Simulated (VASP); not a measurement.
# TiTe: single point with LDA+U

Crystal: TiTe.

```
Ti Te
1.0
     3.63109    0.00000    0.00000
     0.00000    3.63109    0.00000
     0.00000    0.00000    3.63109
Ti Te
1 1
Cartesian
  0.0000 0.0000 0.0000
  1.8155 1.8155 1.8155
```

| Item | Value |
| --- | --- |
| Program | VASP 6.6.1 |
| Task | single point |
| Functional | LDA |
| Potentials or basis | VASP PAW LDA potentials, release 64 (Ti_sv, Te) |
| Cutoff | 500 eV |
| k mesh | 5 × 5 × 5 |
| Occupations | gaussian, width 0.05 eV |
| Spin | collinear spin, zero start |
| Starting moments | [0.0, 0.0] μB |
| Fixed moment | 0 μB |
| Hubbard terms | Ti d U = 3.0 eV |
| Dipole correction | no |
| Further INCAR settings | ALGO = Normal; EDIFF = 1e-06; NBANDS = 20 |

```json
{"Pressure": "-14.1 GPa", "Net moment": "0.00 μB per cell", "Valence electrons inside the program's atomic spheres": "Ti 9.96; Te 3.40"}
```

Eigenvalues of the final occupation matrices:
```
    site  spin  trace               eigenvalues
site 1 d     1   0.91  0.10 0.10 0.10 0.30 0.30
site 1 d     2   0.91  0.10 0.10 0.10 0.30 0.30
```

It took 7.3 s on 1 thread of Intel(R) Xeon(R) 6975P-C (Granite Rapids), with other jobs on the host, peak memory 0.15 GiB.

Caveat: the cell stands under tension; spin-orbit coupling is left out, which moves the levels of the heavy elements; the total moment is fixed, so each spin has its own Fermi level; the U is typed as a test and isn't derived for this compound.
